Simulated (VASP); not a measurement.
# K (Im-3m) in VASP: single point with PBEsol

Aim: the single point of K with PBEsol.

All numbers are computed with VASP 6.6.1; they aren't measurements. Logs are shortened: lines on timing, memory, paths and dates and some standing lists are left out, and cuts for length are marked.

### 1 The cell of the first run

Symmetry: Im-3m, No. 229, cubic system. Conventional cell: a = 5.220 Å, b = 5.220 Å, c = 5.220 Å, α = 90.00°, β = 90.00°, γ = 90.00°.

### 2 Single point, PBEsol

Contents of INCAR:

```
SYSTEM = K
  PREC = Accurate
  ENCUT = 500
  EDIFF = 1E-6
  ISMEAR = 0
  SIGMA = 0.1
  LREAL = .FALSE.
  LASPH = .TRUE.
  NELM = 120
  ALGO = Normal
  ISIF = 2
  LWAVE = .FALSE.
  LCHARG = .FALSE.
  GGA = PS
  NBANDS = 10
  GGA_COMPAT = .FALSE.
```

Contents of KPOINTS:

```
regular mesh
0
G
  13 13 13
  0 0 0
```

Contents of POSCAR:

```
K
1.0
   -2.6100000000      2.6100000000      2.6100000000
    2.6100000000     -2.6100000000      2.6100000000
    2.6100000000      2.6100000000     -2.6100000000
K
1
Direct
    0.0000000000      0.0000000000      0.0000000000
```

Potentials or basis: VASP PAW PBE potentials, release 64 (K_sv).

The run is started by

```bash
$ cat potpaw_PBE.64/K_sv/POTCAR > POTCAR
$ mpirun -np 1 vasp_std > vasp.out
```

OUTCAR:

```text
SYSTEM = K
   PREC = Accurate
   ENCUT = 500
   EDIFF = 1E-6
   ISMEAR = 0
   LREAL = .FALSE.
   LASPH = .TRUE.
   NELM = 120
   ISIF = 2
   GGA = PS

 ion  position               nearest neighbor table
   1  0.000  0.000  0.000-

  LATTYP: Found a body centered cubic cell.
 ALAT       =     5.2200000000

  Lattice vectors:

 A1 = (  -2.6100000000,   2.6100000000,   2.6100000000)
 A2 = (   2.6100000000,  -2.6100000000,   2.6100000000)
 A3 = (   2.6100000000,   2.6100000000,  -2.6100000000)

Analysis of symmetry for initial positions (statically):
=====================================================================
 Subroutine PRICEL returns:
 Original cell was already a primitive cell.

 Routine SETGRP: Setting up the symmetry group for a
 body centered cubic supercell.

 Subroutine GETGRP returns: Found 48 space group operations
 (whereof 48 operations were pure point group operations)
 out of a pool of 48 trial point group operations.

The static configuration has the point symmetry O_h .

Analysis of symmetry for dynamics (positions and initial velocities):
=====================================================================
 Subroutine PRICEL returns:
 Original cell was already a primitive cell.

 Routine SETGRP: Setting up the symmetry group for a
 body centered cubic supercell.

 Subroutine GETGRP returns: Found 48 space group operations
 (whereof 48 operations were pure point group operations)
 out of a pool of 48 trial point group operations.

The dynamic configuration has the point symmetry O_h .

 Subroutine INISYM returns: Found 48 space group operations
 (whereof 48 operations are pure point group operations),
 and found     1 'primitive' translations

----------------------------------------------------------------------------------------

                                     Primitive cell

  volume of cell :      71.1183

  direct lattice vectors                    reciprocal lattice vectors
    -2.610000000  2.610000000  2.610000000     0.000000000  0.191570881  0.191570881
     2.610000000 -2.610000000  2.610000000     0.191570881  0.000000000  0.191570881
     2.610000000  2.610000000 -2.610000000     0.191570881  0.191570881  0.000000000

  length of vectors
     4.520652608  4.520652608  4.520652608     0.270922138  0.270922138  0.270922138

  position of ions in fractional coordinates (direct lattice)
     0.000000000  0.000000000  0.000000000

  ion indices of the primitive-cell ions
   primitive index   ion index
                 1           1

----------------------------------------------------------------------------------------

 KPOINTS: regular mesh

Automatic generation of k-mesh.
 Grid dimensions read from file:
 generate k-points for:   13   13   13

 Generating k-lattice:

  Cartesian coordinates                     Fractional coordinates (reciprocal lattice)
     0.000000000  0.014736222  0.014736222     0.076923077  0.000000000  0.000000000
     0.014736222  0.000000000  0.014736222     0.000000000  0.076923077  0.000000000
     0.014736222  0.014736222  0.000000000     0.000000000  0.000000000  0.076923077

  Length of vectors
     0.020840164  0.020840164  0.020840164

  Shift w.r.t. Gamma in fractional coordinates (k-lattice)
     0.000000000  0.000000000  0.000000000

 Subroutine IBZKPT returns following result:
 ===========================================

 Found     84 irreducible k-points:

 Following reciprocal coordinates:
            Coordinates               Weight
  0.000000  0.000000  0.000000      1.000000
  0.076923  0.000000  0.000000     12.000000
  0.153846  0.000000  0.000000     12.000000
  0.230769  0.000000  0.000000     12.000000
  0.307692  0.000000  0.000000     12.000000
  0.384615  0.000000  0.000000     12.000000
[... 16 lines left out ...]
  0.153846  0.076923  0.076923     24.000000
  0.230769  0.076923  0.076923     24.000000
 [... further k-points ...]
   k-points           NKPTS =     84   k-points in BZ     NKDIM =     84   number of bands    NBANDS=     10
   number of dos      NEDOS =    301   number of ions     NIONS =      1
   total plane-waves  NPLWV =  46656
   dimension x,y,z NGX =    36 NGY =   36 NGZ =   36
   dimension x,y,z NGXF=    72 NGYF=   72 NGZF=   72
   ions per type =               1
   NGX,Y,Z   is equivalent  to a cutoff of  13.24, 13.24, 13.24 a.u.
   NGXF,Y,Z  is equivalent  to a cutoff of  26.48, 26.48, 26.48 a.u.
 SYSTEM =  K
   PREC   = accura    normal or accurate (medium, high low for compatibility)
   ISTART =      0    job   : 0-new  1-cont  2-samecut
   ICHARG =      2    charge: 1-file 2-atom 10-const
   ISPIN  =      1    spin polarized calculation?
   LNONCOLLINEAR =      F non collinear calculations
   LSORBIT =      F    spin-orbit coupling
   LASPH  =      T    aspherical Exc in radial PAW
   ENCUT  =  500.0 eV  36.75 Ry    6.06 a.u.   8.24  8.24  8.24*2*pi/ulx,y,z
   NELM   =    120;   NELMIN=  2; NELMDL= -5     # of ELM steps
   EDIFF  = 0.1E-05   stopping-criterion for ELM
   LREAL  =      F    real-space projection
   EDIFFG = 0.1E-04   stopping-criterion for IOM
   NSW    =      0    number of steps for IOM
   IBRION =     -1    ionic relax: 0-MD 1-quasi-New 2-CG
   NFREE  =      0    steps in history (QN), initial steepest desc. (CG)
   ISIF   =      2    stress and relaxation
   ISYM   =      2    0-nonsym 1-usesym 2-fastsym
   POTIM  = 0.5000    time-step for ionic-motion
   TEBEG  =    0.0;   TEEND  =   0.0 temperature during run
   PSTRESS=    0.0 pullay stress
   NELECT =       9.0000    total number of electrons
   NUPDOWN=      -1.0000    fix difference up-down
   EMIN   =  10.00;   EMAX   =-10.00  energy-range for DOS
   EFERMI =   0.00;   METHOD = LEGACY
   ISMEAR =     0;   SIGMA  =   0.10  broadening in eV -4-tet -1-fermi 0-gaus
   EFERMI_NEDOS =   21; number of points for ismear=-14 and -15
   IALGO  =     38    algorithm
   IMIX   =      4    mixing-type and parameters
     AMIX     =   0.40;   BMIX     =  1.00
     AMIX_MAG =   1.60;   BMIX_MAG =  1.00
  volume/ion in A,a.u.               =      71.12       479.93
  Fermi-wavevector in a.u.,A,eV,Ry     =   0.821918  1.553200  9.191405  0.675549
  Thomas-Fermi vector in A             =   1.933162
   LORBIT       =      0    0 simple, 1 ext, 2 COOP (PROOUT), +10 PAW based schemes
   GGA     = PS    functional components
   LHFCALC =     F    Hartree Fock is set to
   AEXX    =    0.0000 exact exchange contribution
   IVDW    =     0    specifies the selected vdW correction
   LEPSILON=     F    determine dielectric tensor
   LRPA    =     F    only Hartree local field effects (RPA)
 non-spin polarized calculation
 Gauss-broadening in eV      SIGMA  =   0.10
  energy-cutoff  :      500.00
  volume of cell :       71.12
 maximum number of plane-waves:      1865
 NGX is ok and might be reduce to    36
   NGX = 17   NGY = 17   NGZ = 17

 number of electron       9.0000000 magnetization

 Free energy of the ion-electron system (eV)
  ---------------------------------------------------
  ext. energy  EPLUGINS =         0.00000000
  ---------------------------------------------------
  free energy    TOTEN  =        -1.13502916 eV

  energy without entropy =       -1.13088478  energy(sigma->0) =       -1.13295697

 E-fermi :  -0.0738     XC(G=0):  -5.7807

 val. band max:       -0.1206363581   @ k =  -0.3077   0.3077   0.3077
 cond. band min:      -0.0592657962   @ k =  -0.3077   0.3846   0.2308
 fundamental gap:      0.0613705618
 Fermi energy:        -0.0738160137

 k-point     1 :       0.0000    0.0000    0.0000
  band No.  band energies     occupation
      1     -32.0665      2.00000
      2     -15.5737      2.00000
      3     -15.5737      2.00000
      4     -15.5737      2.00000
      5      -2.3011      2.00000
      6       4.2340      0.00000
      7       4.2340      0.00000
      8       4.2340      0.00000
      9       5.1758      0.00000
     10       5.1758      0.00000

 k-point     2 :       0.0769    0.0000    0.0000
  band No.  band energies     occupation
      1     -32.0663      2.00000
      2     -15.5782      2.00000
      3     -15.5752      2.00000
      4     -15.5737      2.00000
      5      -2.2254      2.00000
      6       4.1252      0.00000
      7       4.1342      0.00000
      8       4.2952      0.00000
      9       5.0304      0.00000
     10       5.1555      0.00000

 k-point     3 :       0.1538    0.0000    0.0000
  band No.  band energies     occupation
      1     -32.0655      2.00000
      2     -15.5907      2.00000
      3     -15.5793      2.00000
      4     -15.5737      2.00000
      5      -2.0011      2.00000
      6       3.6964      0.00000
      7       3.8934      0.00000
      8       4.4775      0.00000
      9       4.9214      0.00000
     10       5.1204      0.00000

 k-point     4 :       0.2308    0.0000    0.0000
  band No.  band energies     occupation
      1     -32.0644      2.00000
      2     -15.6081      2.00000
      3     -15.5851      2.00000
      4     -15.5737      2.00000
      5      -1.6374      2.00000
      6       3.0411      0.00000
      7       3.6136      0.00000
      8       4.7762      0.00000
      9       4.9725      0.00000
     10       5.1203      0.00000

 k-point     5 :       0.3077    0.0000    0.0000
  band No.  band energies     occupation
      1     -32.0632      2.00000
      2     -15.6264      2.00000
      3     -15.5913      2.00000
      4     -15.5737      2.00000
      5      -1.1493      2.00000
      6       2.3229      0.00000
      7       3.3653      0.00000
      8       5.0250      0.00000
      9       5.1837      0.00000
     10       5.1941      0.00000

 k-point     6 :       0.3846    0.0000    0.0000
  band No.  band energies     occupation
      1     -32.0622      2.00000
      2     -15.6415      2.00000
      3     -15.5964      2.00000
      4     -15.5736      2.00000
      5      -0.5583      2.00000
      6       1.5897      0.00000
      7       3.1855      0.00000
      8       4.9676      0.00000
      9       5.3625      0.00000
     10       5.6894      0.00000
[... 183 lines left out ...]
 k-point    21 :       0.3077    0.3077    0.0000
  band No.  band energies     occupation
      1     -32.0610      2.00000
      2     -15.6325      2.00000
      3     -15.6205      2.00000
      4     -15.5832      2.00000
      5       0.7922      0.00000
      6       1.2926      0.00000
      7       1.7050      0.00000
      8       4.5712      0.00000
      9       5.2349      0.00000
     10       5.4731      0.00000

 k-point    22 :       0.0769    0.0769    0.0769
  band No.  band energies     occupation
      1     -32.0650      2.00000
      2     -15.5995      2.00000
      3     -15.5769      2.00000
      4     -15.5769      2.00000
      5      -1.8540      2.00000
      6       3.5551      0.00000
      7       3.5551      0.00000
      8       4.5895      0.00000
      9       5.0839      0.00000
     10       5.0839      0.00000

 k-point    23 :       0.1538    0.0769    0.0769
  band No.  band energies     occupation
      1     -32.0640      2.00000
      2     -15.6142      2.00000
      3     -15.5829      2.00000
      4     -15.5772      2.00000
      5      -1.4945      2.00000
      6       2.9920      0.00000
      7       3.2496      0.00000
      8       4.8055      0.00000
      9       5.1096      0.00000
     10       5.2434      0.00000

 k-point    24 :       0.2308    0.0769    0.0769
  band No.  band energies     occupation
      1     -32.0630      2.00000
      2     -15.6284      2.00000
      3     -15.5906      2.00000
      4     -15.5775      2.00000
      5      -1.0114      2.00000
      6       2.3447      0.00000
      7       3.0050      0.00000
      8       4.9508      0.00000
      9       5.2356      0.00000
     10       5.3757      0.00000

 [... further k-points ...]

------------------------ aborting loop because EDIFF is reached ----------------------------------------

  FORCE on cell =-STRESS in cart. coord.  units (eV):
  Direction    XX          YY          ZZ          XY          YZ          ZX
  --------------------------------------------------------------------------------------
  -------------------------------------------------------------------------------------
  Total       -0.0104489     -0.0104489     -0.0104489      0.0000000      0.0000000      0.0000000
  in kB       -0.2353967     -0.2353967     -0.2353967      0.0000000      0.0000000      0.0000000
  external PRESSURE =      -0.2353967 kB  Pullay stress =       0.0000000 kB

 VOLUME and BASIS-vectors are now :
 -----------------------------------------------------------------------------
  energy-cutoff  :      500.00
  volume of cell :       71.12
      direct lattice vectors                 reciprocal lattice vectors
    -2.610000000  2.610000000  2.610000000     0.000000000  0.191570881  0.191570881
     2.610000000 -2.610000000  2.610000000     0.191570881  0.000000000  0.191570881
     2.610000000  2.610000000 -2.610000000     0.191570881  0.191570881  0.000000000

 POSITION                                       TOTAL-FORCE (eV/Angst)
 -----------------------------------------------------------------------------------
      0.00000      0.00000      0.00000         0.000000      0.000000      0.000000
 -----------------------------------------------------------------------------------
    total drift:                               -0.000000      0.000000      0.000000

  FREE ENERGIE OF THE ION-ELECTRON SYSTEM (eV)
  ---------------------------------------------------
  free  energy   TOTEN  =        -1.1350291560 eV

  energy  without entropy=       -1.1308847799  energy(sigma->0) =       -1.13295697
```

Wall time 73 s (1 thread of Intel Xeon 8259CL, shared host); peak memory 0.22 GiB.

What came out:

```yaml
Free_energy: -1.1350 eV
Pressure: 0.0 GPa
Band_gap_on_the_k_mesh: zero (an odd number of electrons rules out a gap without spin polarisation)
```

Caveat: the PAW data sets were made with another functional, which shifts forces and pressure a little.

The gap in the log of VASP goes by the Fermi energy; the results here count the filled bands.